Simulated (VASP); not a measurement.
# Pd: single point with LDA

The system is Pd.

```xyz
2
Lattice="0.0000 2.9154 2.9154 2.9154 0.0000 2.9154 2.9154 2.9154 0.0000" Properties=species:S:1:pos:R:3 pbc="T T T"
Pd    0.7289    0.7289    0.7289
Pd    5.1020    5.1020    5.1020
```

This isn't the form of Pd at room conditions, which is fcc.

```yaml
Program: VASP 6.6.1
Task: single point
Functional: LDA
Potentials_or_basis: VASP PAW LDA potentials, release 64 (Pd)
Cutoff: 520 eV
k_mesh: 11 × 11 × 11
Occupations: fermi-dirac, width 0.05 eV
Spin: collinear spin
Starting_moments: "[0.422, 0.422] μB"
Dipole_correction: no
Further_INCAR_settings: ALGO = Normal; EDIFF = 1e-06; NBANDS = 21
```

```json
{
  "Pressure": "-8.0 GPa",
  "Net moment": "0.85 μB per cell",
  "Site moments": "Pd +0.41 μB",
  "Valence electrons inside the program's atomic spheres": "Pd 9.26"
}
```

Levels at points of the mesh, in eV from the Fermi level:
Spin up:
| k point | band 7 | band 8 | band 9 | band 10 | band 11 | band 12 | band 13 | band 14 | band 15 | band 16 |
| --- | --- | --- | --- | --- | --- | --- | --- | --- | --- | --- |
| (0.00, 0.00, 0.00) | -1.45 | -1.45 | -1.45 | -0.32 | -0.32 | 11.31 | 11.31 | 11.31 | 11.78 | 11.78 |
Spin down:
| k point | band 6 | band 7 | band 8 | band 9 | band 10 | band 11 | band 12 | band 13 | band 14 | band 15 |
| --- | --- | --- | --- | --- | --- | --- | --- | --- | --- | --- |
| (0.00, 0.00, 0.00) | -3.03 | -1.19 | -1.19 | -1.19 | -0.04 | -0.04 | 11.41 | 11.41 | 11.41 | 11.88 |

Wall time 110 s on 1 thread of AMD EPYC 7R13, with other jobs on the host, peak memory 0.19 GiB.

Caveat: the cell stands under tension.
